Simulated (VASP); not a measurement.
# BN (CsCl type) (Pm-3m) in VASP: notebook

BN (CsCl type) is run at these levels: PBE; tasks: single point.

Everything below comes from runs of VASP 6.6.1. Logs are shortened: lines on timing, memory, paths and dates and some standing lists are left out, and cuts for length are marked.

## Step 1: The cell of the first run

The structure is cubic, space group Pm-3m (No. 221). The conventional cell has a = 2.273 Å, b = 2.273 Å, c = 2.273 Å, α = 90.00°, β = 90.00°, γ = 90.00°. Within 2.6 Å of B (site symmetry m-3m) lie 8 N at 1.97 Å and 6 B at 2.27 Å. N (site symmetry m-3m) has 8 B at 1.97 Å and 6 N at 2.27 Å within 2.6 Å.

## Step 2: Single point, PBE (volume scaled by 0.94)

INCAR reads:

```
SYSTEM = BN
ALGO = Normal
EDIFF = 1E-6
ENCUT = 520
GGA = PE
ISIF = 2
ISMEAR = -1
LASPH = .TRUE.
LCHARG = .FALSE.
LREAL = .FALSE.
LWAVE = .FALSE.
NBANDS = 11
NELM = 60
PREC = Accurate
SIGMA = 0.05
```

KPOINTS reads:

```
k-points
0
G
  14 14 14
  0 0 0
```

POSCAR reads:

```
BN
1.0
    2.2729958072      0.0000000000      0.0000000000
    0.0000000000      2.2729958072      0.0000000000
    0.0000000000      0.0000000000      2.2729958072
B N
1 1
Direct
    0.0000000000      0.0000000000      0.0000000000
    0.5000000000      0.5000000000      0.5000000000
```

Potentials or basis: VASP PAW PBE potentials, release 64 (B, N).

The run is started by

```console
$ cat potpaw_PBE.64/B/POTCAR potpaw_PBE.64/N/POTCAR > POTCAR
$ mpirun -np 1 vasp_std > vasp.out
```

OUTCAR:

```text
SYSTEM = BN
   EDIFF = 1E-6
   ENCUT = 520
   GGA = PE
   ISIF = 2
   ISMEAR = -1
   LASPH = .TRUE.
   LREAL = .FALSE.
   NELM = 60
   PREC = Accurate

 ion  position               nearest neighbor table
   1  0.000  0.000  0.000-   2 1.97   2 1.97   2 1.97   2 1.97   2 1.97   2 1.97   2 1.97   2 1.97

   2  0.500  0.500  0.500-   1 1.97   1 1.97   1 1.97   1 1.97   1 1.97   1 1.97   1 1.97   1 1.97

  LATTYP: Found a simple cubic cell.
 ALAT       =     2.2729958072

  Lattice vectors:

 A1 = (   2.2729958072,   0.0000000000,   0.0000000000)
 A2 = (   0.0000000000,   2.2729958072,   0.0000000000)
 A3 = (   0.0000000000,   0.0000000000,   2.2729958072)

Analysis of symmetry for initial positions (statically):
=====================================================================
 Subroutine PRICEL returns:
 Original cell was already a primitive cell.

 Routine SETGRP: Setting up the symmetry group for a
 simple cubic supercell.

 Subroutine GETGRP returns: Found 48 space group operations
 (whereof 48 operations were pure point group operations)
 out of a pool of 48 trial point group operations.

The static configuration has the point symmetry O_h .

Analysis of symmetry for dynamics (positions and initial velocities):
=====================================================================
 Subroutine PRICEL returns:
 Original cell was already a primitive cell.

 Routine SETGRP: Setting up the symmetry group for a
 simple cubic supercell.

 Subroutine GETGRP returns: Found 48 space group operations
 (whereof 48 operations were pure point group operations)
 out of a pool of 48 trial point group operations.

The dynamic configuration has the point symmetry O_h .

 Subroutine INISYM returns: Found 48 space group operations
 (whereof 48 operations are pure point group operations),
 and found     1 'primitive' translations

----------------------------------------------------------------------------------------

                                     Primitive cell

  volume of cell :      11.7435

  direct lattice vectors                    reciprocal lattice vectors
     2.272995807  0.000000000  0.000000000     0.439948018  0.000000000  0.000000000
     0.000000000  2.272995807  0.000000000     0.000000000  0.439948018  0.000000000
     0.000000000  0.000000000  2.272995807     0.000000000  0.000000000  0.439948018

  length of vectors
     2.272995807  2.272995807  2.272995807     0.439948018  0.439948018  0.439948018

  position of ions in fractional coordinates (direct lattice)
[... 8 lines left out ...]
----------------------------------------------------------------------------------------

 KPOINTS: k-points

Automatic generation of k-mesh.
 Grid dimensions read from file:
 generate k-points for:   14   14   14

 Generating k-lattice:

  Cartesian coordinates                     Fractional coordinates (reciprocal lattice)
     0.031424858  0.000000000  0.000000000     0.071428571  0.000000000  0.000000000
     0.000000000  0.031424858  0.000000000     0.000000000  0.071428571  0.000000000
     0.000000000  0.000000000  0.031424858     0.000000000  0.000000000  0.071428571

  Length of vectors
     0.031424858  0.031424858  0.031424858

  Shift w.r.t. Gamma in fractional coordinates (k-lattice)
     0.000000000  0.000000000  0.000000000

 Subroutine IBZKPT returns following result:
 ===========================================

 Found    120 irreducible k-points:

 Following reciprocal coordinates:
            Coordinates               Weight
  0.000000  0.000000  0.000000      1.000000
  0.071429  0.000000  0.000000      6.000000
  0.142857  0.000000  0.000000      6.000000
  0.214286  0.000000  0.000000      6.000000
  0.285714  0.000000  0.000000      6.000000
  0.357143  0.000000  0.000000      6.000000
[... 16 lines left out ...]
  0.285714  0.214286  0.000000     24.000000
  0.357143  0.214286  0.000000     24.000000
 [... further k-points ...]
   k-points           NKPTS =    120   k-points in BZ     NKDIM =    120   number of bands    NBANDS=     11
   number of dos      NEDOS =    301   number of ions     NIONS =      2
   total plane-waves  NPLWV =   5832
   dimension x,y,z NGX =    18 NGY =   18 NGZ =   18
   dimension x,y,z NGXF=    36 NGYF=   36 NGZF=   36
   ions per type =               1   1
   NGX,Y,Z   is equivalent  to a cutoff of  13.17, 13.17, 13.17 a.u.
   NGXF,Y,Z  is equivalent  to a cutoff of  26.33, 26.33, 26.33 a.u.
 SYSTEM =  BN
   PREC   = accura    normal or accurate (medium, high low for compatibility)
   ISTART =      0    job   : 0-new  1-cont  2-samecut
   ICHARG =      2    charge: 1-file 2-atom 10-const
   ISPIN  =      1    spin polarized calculation?
   LNONCOLLINEAR =      F non collinear calculations
   LSORBIT =      F    spin-orbit coupling
   LASPH  =      T    aspherical Exc in radial PAW
   ENCUT  =  520.0 eV  38.22 Ry    6.18 a.u.   4.23  4.23  4.23*2*pi/ulx,y,z
   NELM   =     60;   NELMIN=  2; NELMDL= -5     # of ELM steps
   EDIFF  = 0.1E-05   stopping-criterion for ELM
   LREAL  =      F    real-space projection
   EDIFFG = 0.1E-04   stopping-criterion for IOM
   NSW    =      0    number of steps for IOM
   IBRION =     -1    ionic relax: 0-MD 1-quasi-New 2-CG
   NFREE  =      0    steps in history (QN), initial steepest desc. (CG)
   ISIF   =      2    stress and relaxation
   ISYM   =      2    0-nonsym 1-usesym 2-fastsym
   POTIM  = 0.5000    time-step for ionic-motion
   TEBEG  =    0.0;   TEEND  =   0.0 temperature during run
   PSTRESS=    0.0 pullay stress
   NELECT =       8.0000    total number of electrons
   NUPDOWN=      -1.0000    fix difference up-down
   EMIN   =  10.00;   EMAX   =-10.00  energy-range for DOS
   EFERMI =   0.00;   METHOD = LEGACY
   ISMEAR =    -1;   SIGMA  =   0.05  broadening in eV -4-tet -1-fermi 0-gaus
   EFERMI_NEDOS =   21; number of points for ismear=-14 and -15
   IALGO  =     38    algorithm
   IMIX   =      4    mixing-type and parameters
     AMIX     =   0.40;   BMIX     =  1.00
     AMIX_MAG =   1.60;   BMIX_MAG =  1.00
  volume/ion in A,a.u.               =       5.87        39.62
  Fermi-wavevector in a.u.,A,eV,Ry     =   1.440477  2.722106 28.231717  2.074973
  Thomas-Fermi vector in A             =   2.559216
   LORBIT       =      0    0 simple, 1 ext, 2 COOP (PROOUT), +10 PAW based schemes
   GGA     = PE    functional components
   LHFCALC =     F    Hartree Fock is set to
   AEXX    =    0.0000 exact exchange contribution
   IVDW    =     0    specifies the selected vdW correction
   LEPSILON=     F    determine dielectric tensor
   LRPA    =     F    only Hartree local field effects (RPA)
 non-spin polarized calculation
  energy-cutoff  :      520.00
  volume of cell :       11.74
 maximum number of plane-waves:       326
 NGX is ok and might be reduce to    18
   NGX =  9   NGY =  9   NGZ =  9

 number of electron       8.0000001 magnetization

 Free energy of the ion-electron system (eV)
  ---------------------------------------------------
  ext. energy  EPLUGINS =         0.00000000
  ---------------------------------------------------
  free energy    TOTEN  =        -9.97630644 eV

  energy without entropy =       -9.96968798  energy(sigma->0) =       -9.97299721

 E-fermi :   9.8773     XC(G=0): -13.4712

 val. band max:        9.8258686526   @ k =   0.5000   0.2857   0.0000
 cond. band min:       9.9047953571   @ k =   0.5000   0.2857   0.0714
 fundamental gap:      0.0789267045
 Fermi energy:         9.8773396161

 k-point     1 :       0.0000    0.0000    0.0000
  band No.  band energies     occupation
      1     -12.0569      2.00000
      2       7.6345      2.00000
      3       7.6345      2.00000
      4       7.6345      2.00000
      5      12.1579      0.00000
      6      21.5478      0.00000
      7      21.5478      0.00000
      8      21.5478      0.00000
      9      22.0735      0.00000
     10      22.0735      0.00000
     11      45.7760      0.00000

 k-point     2 :       0.0714    0.0000    0.0000
  band No.  band energies     occupation
      1     -11.9432      2.00000
      2       6.7920      2.00000
      3       7.7318      2.00000
      4       7.7318      2.00000
      5      12.5001      0.00000
      6      20.8785      0.00000
      7      21.3757      0.00000
      8      21.3757      0.00000
      9      22.2212      0.00000
     10      23.3875      0.00000
     11      45.0327      0.00000

 k-point     3 :       0.1429    0.0000    0.0000
  band No.  band energies     occupation
      1     -11.6043      2.00000
      2       4.9379      2.00000
      3       8.0177      2.00000
      4       8.0177      2.00000
      5      13.0615      0.00000
      6      20.2286      0.00000
      7      20.8738      0.00000
      8      20.8738      0.00000
      9      22.6641      0.00000
     10      25.7859      0.00000
     11      43.3433      0.00000

 k-point     4 :       0.2143    0.0000    0.0000
  band No.  band energies     occupation
      1     -11.0491      2.00000
      2       2.7896      2.00000
      3       8.4729      2.00000
      4       8.4729      2.00000
      5      13.5315      0.00000
      6      19.5926      0.00000
      7      20.0924      0.00000
      8      20.0924      0.00000
      9      23.4025      0.00000
     10      28.9131      0.00000
     11      39.9639      0.00000
[... 239 lines left out ...]
 k-point    22 :       0.2143    0.2143    0.0000
  band No.  band energies     occupation
      1     -10.0398      2.00000
      2       3.5857      2.00000
      3       3.7657      2.00000
      4       9.2235      2.00000
      5      15.4071      0.00000
      6      16.2323      0.00000
      7      19.4997      0.00000
      8      19.9233      0.00000
      9      27.6119      0.00000
     10      31.7972      0.00000
     11      36.8732      0.00000

 k-point    23 :       0.2857    0.2143    0.0000
  band No.  band energies     occupation
      1      -9.2885      2.00000
      2       1.5614      2.00000
      3       4.3177      2.00000
      4       9.7307      1.89889
      5      14.7162      0.00000
      6      15.9673      0.00000
      7      19.0192      0.00000
      8      19.6625      0.00000
      9      28.8902      0.00000
     10      34.6365      0.00000
     11      35.8246      0.00000

 k-point    24 :       0.3571    0.2143    0.0000
  band No.  band energies     occupation
      1      -8.3946      2.00000
      2      -0.3522      2.00000
      3       5.0282      2.00000
      4      10.2614      0.00092
      5      13.3176      0.00000
      6      16.4421      0.00000
      7      18.4711      0.00000
      8      19.3370      0.00000
      9      29.9720      0.00000
     10      34.8319      0.00000
     11      37.6929      0.00000

 [... further k-points ...]

------------------------ aborting loop because EDIFF is reached ----------------------------------------

  FORCE on cell =-STRESS in cart. coord.  units (eV):
  Direction    XX          YY          ZZ          XY          YZ          ZX
  --------------------------------------------------------------------------------------
  -------------------------------------------------------------------------------------
  Total        1.2436995      1.2436995      1.2436995      0.0000000      0.0000000      0.0000000
  in kB      169.6797995    169.6797995    169.6797995      0.0000000      0.0000000      0.0000000
  external PRESSURE =     169.6797995 kB  Pullay stress =       0.0000000 kB

 VOLUME and BASIS-vectors are now :
 -----------------------------------------------------------------------------
  energy-cutoff  :      520.00
  volume of cell :       11.74
      direct lattice vectors                 reciprocal lattice vectors
     2.272995807  0.000000000  0.000000000     0.439948018  0.000000000  0.000000000
     0.000000000  2.272995807  0.000000000     0.000000000  0.439948018  0.000000000
     0.000000000  0.000000000  2.272995807     0.000000000  0.000000000  0.439948018

 POSITION                                       TOTAL-FORCE (eV/Angst)
 -----------------------------------------------------------------------------------
      0.00000      0.00000      0.00000         0.000000      0.000000      0.000000
      1.13650      1.13650      1.13650         0.000000      0.000000      0.000000
 -----------------------------------------------------------------------------------
    total drift:                                0.000000     -0.000000      0.000000

  FREE ENERGIE OF THE ION-ELECTRON SYSTEM (eV)
  ---------------------------------------------------
  free  energy   TOTEN  =        -9.9763064427 eV

  energy  without entropy=       -9.9696879834  energy(sigma->0) =       -9.97299721
```

Run time: 12 s. Hardware: 1 thread of AMD EPYC 7R43 (Zen 3), shared host; peak memory 0.09 GiB.

What came out:

| Property | Result |
| --- | --- |
| Free energy | -9.9763 eV |
| Pressure | 17.0 GPa |
| Band gap on the k mesh | zero (band 4 reaches 10.86 eV, above the bottom of band 5 at 7.43 eV) |

Caveat: the cell differs from its parent crystal (volume scaled by 0.94).

## Step 3: Single point, PBE

This run uses another cell than the first one, of 6.25 Å³/atom, 1.064 times its volume.

INCAR reads:

```
PREC = Accurate
ENCUT = 520
EDIFF = 1E-6
ISMEAR = -1
SIGMA = 0.05
LREAL = False
LASPH = True
NELM = 60
ALGO = Normal
ISIF = 2
LWAVE = False
LCHARG = False
GGA = PE
NBANDS = 11
```

KPOINTS reads:

```
Automatic mesh
0
Gamma
  14 14 14
```

POSCAR reads:

```
BN
1.0
    2.3203634545      0.0000000000      0.0000000000
    0.0000000000      2.3203634545      0.0000000000
    0.0000000000      0.0000000000      2.3203634545
B N
1 1
Direct
    0.0000000000      0.0000000000      0.0000000000
    0.5000000000      0.5000000000      0.5000000000
```

Potentials or basis: VASP PAW PBE potentials, release 64 (B, N).

The run is started by

```console
$ cat potpaw_PBE.64/B/POTCAR potpaw_PBE.64/N/POTCAR > POTCAR
$ mpirun -np 1 vasp_std > vasp.out
```

Wall time 14 s (1 thread of AMD EPYC 7R43 (Zen 3), shared host); peak memory 0.09 GiB.

Results (log left out):

| Property | Result |
| --- | --- |
| Free energy | -10.0149 eV |
| Pressure | -0.1 GPa |
| Band gap on the k mesh | zero (band 4 reaches 9.92 eV, above the bottom of band 5 at 6.69 eV) |

Levels at points of the mesh, in eV from the Fermi level:
```
           k point  band 1  band 2  band 3  band 4  band 5  band 6  band 7  band 8
(0.00, 0.00, 0.00)  -21.09   -2.09   -2.09   -2.09    1.50   11.01   11.01   11.01
(0.50, 0.00, 0.00)  -17.38  -12.65    0.53    0.53    4.22    6.92    6.92    7.23
(0.50, 0.50, 0.00)  -13.60   -9.40   -9.40   -3.56    1.59    8.45    8.45    9.02
(0.50, 0.50, 0.50)  -11.00   -4.87   -4.87   -4.87   -1.38   -1.38   -1.38    3.13
```

[end of part 1 of 2]
